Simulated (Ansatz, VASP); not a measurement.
**KBr: VASP beside Ansatz**

Contents of POSCAR:

```
KBr
1.0
    5.7035169144      0.0000000000      0.0000000000
   -2.8517584572      4.8654359129      0.0000000000
    0.0000000000      0.0000000000      6.5535957971
K Br
2 2
Direct
    0.3322172238      0.6644344475      0.2500000000
    0.6677827762      0.3355655525      0.7500000000
    0.6679780408      0.3359560815      0.2500000000
    0.3320219592      0.6640439185      0.7500000000
```

The input INCAR.step1:

```
PREC = Accurate
ENCUT = 520
ISMEAR = 0
SIGMA = 0.01
LREAL = False
LASPH = True
NELM = 100
NBANDS = 24
GGA = PE
ALGO = Normal
EDIFF = 1E-4
LWAVE = True
LCHARG = False
```

The input INCAR.step2:

```
PREC = Accurate
ENCUT = 520
EDIFF = 1E-7
ISMEAR = 0
SIGMA = 0.01
LREAL = False
LASPH = True
NELM = 100
ALGO = Normal
ISIF = 2
LWAVE = False
LCHARG = True
METAGGA = R2SCAN
LMIXTAU = True
LELF = True
LVHAR = True
NBANDS = 24
ISTART = 1
```

KPOINTS

```
Automatic mesh
0
Gamma
  6 6 4
```

Input for Ansatz:

```yaml
crystal:
  lattice:
    - [5.7035169144, 0.0, 0.0]
    - [-2.8517584572, 4.8654359129, 0.0]
    - [0.0, 0.0, 6.5535957971]
  atoms:
    - { symbol: K, position: [0.3322172238, 0.6644344475, 0.25] }
    - { symbol: K, position: [0.6677827762, 0.3355655525, 0.75] }
    - { symbol: Br, position: [0.6679780408, 0.3359560815, 0.25] }
    - { symbol: Br, position: [0.3320219592, 0.6640439185, 0.75] }
kpoints:
  mp_grid: { grid: [6, 6, 4] }
  band_path:
    path:
      - [0.0, 0.0, 0.0]
      - [0.5, 0.0, 0.0]
      - [0.3333333333, 0.3333333333, 0.0]
      - [0.0, 0.0, 0.5]
      - [0.5, 0.0, 0.5]
      - [0.3333333333, 0.3333333333, 0.5]
    npoints: 1
hamiltonian:
  xc: r2scan
scf:
  occupations: { method: fixed }
  n_extra_bands: 5
output:
  forces: true
  stress: true
  eigenvalues: true
```

Change from the starting cell: uniaxial_x strain +1.5%.

Alike in both runs: task single point; functional r2SCAN; k mesh 6 × 6 × 4; no spin polarisation.

```csv
,VASP,Ansatz
version,VASP 6.6.1,Ansatz 0.2.0
potentials or method,"VASP PAW PBE potentials, release 64 (K_sv, Br)","plane waves, PAW"
plane-wave cutoff (eV),520,500
occupations,"gaussian, width 0.01 eV",fixed
valence electrons in the cell,32,32
```

Ansatz gave:

```
gap on the k mesh at the Fermi level (eV)                     : 4.75
pressure (GPa)                                                : -0.1
traceless stress, the component that is largest in VASP (GPa) : 0.11
```

**Question.** Estimate VASP's values.

**Answer.** gap on the k mesh at the Fermi level (eV): 4.75; pressure (GPa): -0.2; traceless stress, the component that is largest in VASP (GPa): 0.11.

VASP's potentials were made for PBE, not for r2SCAN.
